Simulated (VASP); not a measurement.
# C in VASP: notebook

Runs on C. Level: PBE. Tasks: single point.

Program: VASP 6.6.1. These are calculated values, not measurements. Logs are shortened: lines on timing, memory, paths and dates and some standing lists are left out, and cuts for length are marked.

### 1 The cell of the first run

The cell holds a slab with vacuum, 18 atoms: a = 7.398 Å, b = 7.398 Å, c = 13.000 Å, α = 90.00°, β = 90.00°, γ = 120.00°.

### 2 Single point, PBE

Contents of INCAR:

```
SYSTEM = C
PREC = Accurate
ENCUT = 520
EDIFF = 1E-6
ISMEAR = -1
SIGMA = 0.02
LREAL = Auto
LASPH = .TRUE.
NELM = 80
ALGO = Normal
ISIF = 2
LWAVE = .FALSE.
LCHARG = .FALSE.
GGA = PE
NBANDS = 51
```

Contents of KPOINTS:

```
Automatic mesh
0
G
  2 2 1
  0 0 0
```

Contents of POSCAR:

```
C
1.0
    7.3980000000      0.0000000000      0.0000000000
   -3.6990000000      6.4068560000      0.0000000000
    0.0000000000      0.0000000000     13.0000000000
C
18
Direct
    0.0044167409     -0.0063057450      0.0779307692
    0.2212070572      0.1002675883      0.0642461538
   -0.0138902734      0.3124465416      0.0739615385
    0.2228708339      0.4378746768      0.0699769231
   -0.0281907613      0.6473221811      0.0805153846
    0.2054233554      0.7570483869      0.0777769231
    0.3184082471     -0.0226320055      0.0660000000
    0.5479020997      0.0909650537      0.0623153846
    0.3248957113      0.3153496817      0.0618384615
    0.5450090202      0.4271361804      0.0694769231
    0.3214942421      0.6502877542      0.0730076923
    0.5485247184      0.7621210778      0.0611615385
    0.6639824607     -0.0211023941      0.0639692308
    0.8981860916      0.1011572603      0.0806538462
    0.6511029455      0.3084508221      0.0715461538
    0.8762448710      0.4236711423      0.0708384615
    0.6517231792      0.6485396269      0.0646692308
    0.8826961268      0.7677712750      0.0850846154
```

Potentials or basis: VASP PAW PBE potentials, release 64 (C).

On the command line:

```console
$ cat potpaw_PBE.64/C/POTCAR > POTCAR
$ mpirun -np 1 vasp_std > vasp.out
```

OUTCAR:

```text
SYSTEM = C
   PREC = Accurate
   ENCUT = 520
   EDIFF = 1E-6
   ISMEAR = -1
   LREAL = Auto
   LASPH = .TRUE.
   NELM = 80
   ISIF = 2
   GGA = PE

 ion  position               nearest neighbor table
   1  0.004  0.994  0.078-  14 1.37   2 1.40  18 1.45
   2  0.221  0.100  0.064-   9 1.38   1 1.40   7 1.41
   3  0.986  0.312  0.074-  14 1.36  16 1.42   4 1.52
   4  0.223  0.438  0.070-  11 1.36   9 1.44   3 1.52
   5  0.972  0.647  0.081-  18 1.35  16 1.44   6 1.50
   6  0.205  0.757  0.078-   7 1.42  11 1.43   5 1.50
[... 10 lines left out ...]
  17  0.652  0.649  0.065-  12 1.39  10 1.42  18 1.50
  18  0.883  0.768  0.085-   5 1.35   1 1.45  17 1.50

  LATTYP: Found a hexagonal cell.
 ALAT       =     7.3980000000
 C/A-ratio  =     1.7572316842

  Lattice vectors:

 A1 = (   7.3980000000,   0.0000000000,   0.0000000000)
 A2 = (  -3.6990000000,   6.4068560000,   0.0000000000)
 A3 = (   0.0000000000,   0.0000000000,  13.0000000000)

Analysis of symmetry for initial positions (statically):
=====================================================================
 Subroutine PRICEL returns:
 Original cell was already a primitive cell.

 Routine SETGRP: Setting up the symmetry group for a
 hexagonal supercell.

 Subroutine GETGRP returns: Found  1 space group operations
 (whereof  1 operations were pure point group operations)
 out of a pool of 24 trial point group operations.

The static configuration has the point symmetry C_1 .

Analysis of symmetry for dynamics (positions and initial velocities):
=====================================================================
 Subroutine PRICEL returns:
 Original cell was already a primitive cell.

 Routine SETGRP: Setting up the symmetry group for a
 hexagonal supercell.

 Subroutine GETGRP returns: Found  1 space group operations
 (whereof  1 operations were pure point group operations)
 out of a pool of 24 trial point group operations.

The dynamic configuration has the point symmetry C_1 .

 Subroutine INISYM returns: Found  1 space group operations
 (whereof  1 operations are pure point group operations),
 and found     1 'primitive' translations

----------------------------------------------------------------------------------------

                                     Primitive cell

  volume of cell :     616.1730

  direct lattice vectors                    reciprocal lattice vectors
     7.398000000  0.000000000  0.000000000     0.135171668  0.078041398  0.000000000
    -3.699000000  6.406856000  0.000000000     0.000000000  0.156082796  0.000000000
     0.000000000  0.000000000 13.000000000     0.000000000  0.000000000  0.076923077

  length of vectors
     7.398000000  7.398000054 13.000000000     0.156082797  0.156082796  0.076923077

  position of ions in fractional coordinates (direct lattice)
     0.004416741  0.993694255  0.077930769
     0.221207057  0.100267588  0.064246154
     0.986109727  0.312446542  0.073961539
     0.222870834  0.437874677  0.069976923
     0.971809239  0.647322181  0.080515385
     0.205423355  0.757048387  0.077776923
[... 10 lines left out ...]
     0.651723179  0.648539627  0.064669231
     0.882696127  0.767771275  0.085084615

  ion indices of the primitive-cell ions
   primitive index   ion index
                 1           1
                 2           2
                 3           3
                 4           4
                 5           5
                 6           6
[... 10 lines left out ...]
                17          17
                18          18

----------------------------------------------------------------------------------------

 KPOINTS: Automatic mesh

Automatic generation of k-mesh.
 Grid dimensions read from file:
 generate k-points for:    2    2    1

 Generating k-lattice:

  Cartesian coordinates                     Fractional coordinates (reciprocal lattice)
     0.067585834  0.039020699  0.000000000     0.500000000 -0.000000000  0.000000000
     0.000000000  0.078041398  0.000000000     0.000000000  0.500000000  0.000000000
     0.000000000  0.000000000  0.076923077     0.000000000  0.000000000  1.000000000

  Length of vectors
     0.078041399  0.078041398  0.076923077

  Shift w.r.t. Gamma in fractional coordinates (k-lattice)
     0.000000000  0.000000000  0.000000000

 Subroutine IBZKPT returns following result:
 ===========================================

 Found      4 irreducible k-points:

 Following reciprocal coordinates:
            Coordinates               Weight
  0.000000  0.000000  0.000000      1.000000
  0.500000  0.000000  0.000000      1.000000
  0.000000  0.500000  0.000000      1.000000
  0.500000  0.500000  0.000000      1.000000
   k-points           NKPTS =      4   k-points in BZ     NKDIM =      4   number of bands    NBANDS=     51
   number of dos      NEDOS =    301   number of ions     NIONS =     18
   total plane-waves  NPLWV = 307328
   dimension x,y,z NGX =    56 NGY =   56 NGZ =   98
   dimension x,y,z NGXF=   112 NGYF=  112 NGZF=  196
   ions per type =              18
   NGX,Y,Z   is equivalent  to a cutoff of  12.58, 12.58, 12.53 a.u.
   NGXF,Y,Z  is equivalent  to a cutoff of  25.17, 25.17, 25.06 a.u.
 SYSTEM =  C
   PREC   = accura    normal or accurate (medium, high low for compatibility)
   ISTART =      0    job   : 0-new  1-cont  2-samecut
   ICHARG =      2    charge: 1-file 2-atom 10-const
   ISPIN  =      1    spin polarized calculation?
   LNONCOLLINEAR =      F non collinear calculations
   LSORBIT =      F    spin-orbit coupling
   LASPH  =      T    aspherical Exc in radial PAW
   ENCUT  =  520.0 eV  38.22 Ry    6.18 a.u.  13.76 13.76 24.17*2*pi/ulx,y,z
   NELM   =     80;   NELMIN=  2; NELMDL= -5     # of ELM steps
   EDIFF  = 0.1E-05   stopping-criterion for ELM
   LREAL  =      T    real-space projection
   EDIFFG = 0.1E-04   stopping-criterion for IOM
   NSW    =      0    number of steps for IOM
   IBRION =     -1    ionic relax: 0-MD 1-quasi-New 2-CG
   NFREE  =      0    steps in history (QN), initial steepest desc. (CG)
   ISIF   =      2    stress and relaxation
   ISYM   =      2    0-nonsym 1-usesym 2-fastsym
   POTIM  = 0.5000    time-step for ionic-motion
   TEBEG  =    0.0;   TEEND  =   0.0 temperature during run
   PSTRESS=    0.0 pullay stress
   NELECT =      72.0000    total number of electrons
   NUPDOWN=      -1.0000    fix difference up-down
   EMIN   =  10.00;   EMAX   =-10.00  energy-range for DOS
   EFERMI =   0.00;   METHOD = LEGACY
   ISMEAR =    -1;   SIGMA  =   0.02  broadening in eV -4-tet -1-fermi 0-gaus
   EFERMI_NEDOS =   21; number of points for ismear=-14 and -15
   IALGO  =     38    algorithm
   IMIX   =      4    mixing-type and parameters
     AMIX     =   0.40;   BMIX     =  1.00
     AMIX_MAG =   1.60;   BMIX_MAG =  1.00
  volume/ion in A,a.u.               =      34.23       231.01
  Fermi-wavevector in a.u.,A,eV,Ry     =   0.800359  1.512459  8.715544  0.640574
  Thomas-Fermi vector in A             =   1.907639
   LORBIT       =      0    0 simple, 1 ext, 2 COOP (PROOUT), +10 PAW based schemes
   GGA     = PE    functional components
   LHFCALC =     F    Hartree Fock is set to
   AEXX    =    0.0000 exact exchange contribution
   IVDW    =     0    specifies the selected vdW correction
   LEPSILON=     F    determine dielectric tensor
   LRPA    =     F    only Hartree local field effects (RPA)
 non-spin polarized calculation
  energy-cutoff  :      520.00
  volume of cell :      616.17
 maximum number of plane-waves:     16651
 NGX is ok and might be reduce to    56
   NGX = 27   NGY = 27   NGZ = 49

 number of electron      72.0000000 magnetization

 Free energy of the ion-electron system (eV)
  ---------------------------------------------------
  ext. energy  EPLUGINS =         0.00000000
  ---------------------------------------------------
  free energy    TOTEN  =      -164.04298950 eV

  energy without entropy =     -164.04293132  energy(sigma->0) =     -164.04296041

 E-fermi :  -1.9811     XC(G=0):  -3.3213

 val. band max:       -2.1419965068   @ k =   0.0000   0.0000   0.0000
 cond. band min:      -1.8202660344   @ k =   0.0000   0.0000   0.0000
 fundamental gap:      0.3217304724
 Fermi energy:        -1.9811124444

 k-point     1 :       0.0000    0.0000    0.0000
  band No.  band energies     occupation
      1     -21.4554      2.00000
      2     -19.1620      2.00000
      3     -18.9611      2.00000
      4     -18.9085      2.00000
      5     -18.8445      2.00000
      6     -18.6899      2.00000
[... 40 lines left out ...]
     47       3.0874      0.00000
     48       4.7638      0.00000

 k-point     2 :       0.5000    0.0000    0.0000
  band No.  band energies     occupation
      1     -20.8692      2.00000
      2     -20.7393      2.00000
      3     -19.5554      2.00000
      4     -19.4435      2.00000
      5     -17.2237      2.00000
      6     -17.1259      2.00000
[... 40 lines left out ...]
     47       3.7812      0.00000
     48       3.9454      0.00000

 k-point     3 :       0.0000    0.5000    0.0000
  band No.  band energies     occupation
      1     -20.8714      2.00000
      2     -20.7470      2.00000
      3     -19.5470      2.00000
      4     -19.4256      2.00000
      5     -17.2649      2.00000
      6     -17.1622      2.00000
[... 40 lines left out ...]
     47       3.9064      0.00000
     48       3.9460      0.00000

 k-point     4 :       0.5000    0.5000    0.0000
  band No.  band energies     occupation
      1     -20.9269      2.00000
      2     -20.6657      2.00000
      3     -19.6021      2.00000
      4     -19.4166      2.00000
      5     -17.1608      2.00000
      6     -17.0719      2.00000
[... 40 lines left out ...]
     47       3.9468      0.00000
     48       3.9613      0.00000
 [bands above 48 left out]

------------------------ aborting loop because EDIFF is reached ----------------------------------------

  FORCE on cell =-STRESS in cart. coord.  units (eV):
  Direction    XX          YY          ZZ          XY          YZ          ZX
  --------------------------------------------------------------------------------------
  -------------------------------------------------------------------------------------
  Total        2.9591330      1.8114808     -1.1642548      0.2625874     -0.5019657     -0.4201439
  in kB        7.6943585      4.7102251     -3.0273036      0.6827816     -1.3052147     -1.0924611
  external PRESSURE =       3.1257600 kB  Pullay stress =       0.0000000 kB

 VOLUME and BASIS-vectors are now :
 -----------------------------------------------------------------------------
  energy-cutoff  :      520.00
  volume of cell :      616.17
      direct lattice vectors                 reciprocal lattice vectors
     7.398000000  0.000000000  0.000000000     0.135171668  0.078041398  0.000000000
    -3.699000000  6.406856000  0.000000000     0.000000000  0.156082796  0.000000000
     0.000000000  0.000000000 13.000000000     0.000000000  0.000000000  0.076923077

 POSITION                                       TOTAL-FORCE (eV/Angst)
 -----------------------------------------------------------------------------------
     -3.64300      6.36646      1.01310        -0.285984     -2.450188      0.357141
      1.26560      0.64240      0.83520         0.085045     -1.442327      0.593443
      6.13950      2.00180      0.96150         2.020520      3.814154     -0.081776
      0.02910      2.80540      0.90970        -1.608302     -3.863050      0.047056
      4.79500      4.14730      1.04670         5.541553     -0.950415     -0.246121
     -1.28060      4.85030      1.01110        -0.595722      0.472525     -0.419250
[... 10 lines left out ...]
      2.42250      4.15510      0.84070         2.063992      0.427113      1.665177
      3.69020      4.91900      1.10610        -2.871638      0.099817     -1.845356
 -----------------------------------------------------------------------------------
    total drift:                                0.011314      0.021190      0.002559

  FREE ENERGIE OF THE ION-ELECTRON SYSTEM (eV)
  ---------------------------------------------------
  free  energy   TOTEN  =      -164.0429894962 eV

  energy  without entropy=     -164.0429313163  energy(sigma->0) =     -164.04296041
```

It took 6.3 min on 1 thread of Intel Xeon 8259CL, shared host; peak memory 0.6 GiB.

Results:

| Property | Result |
| --- | --- |
| Free energy | -164.0430 eV |
| Largest force | 5.628 eV/Å |

Forces on the atoms (eV/Å):
```
C   -0.286 -2.450  0.357
C    0.085 -1.442  0.593
C    2.021  3.814 -0.082
C   -1.608 -3.863  0.047
C    5.542 -0.950 -0.246
C   -0.596  0.473 -0.419
C    1.530  0.385  0.061
C    0.297 -1.335  0.634
C   -0.553  2.242  0.574
C    0.982  0.031 -0.744
C    0.091  1.489 -0.765
C   -0.882 -0.183  0.532
C   -0.704  2.074  0.891
C   -4.063 -2.115 -1.537
C    0.256  1.175 -0.620
C   -1.303  0.131  0.905
C    2.064  0.427  1.665
C   -2.872  0.100 -1.845
```

Caveat: the k points lie up to 0.49 Å⁻¹ apart; the atoms stand as in a frame of molecular dynamics.

(Continued in part 2 of 2.)
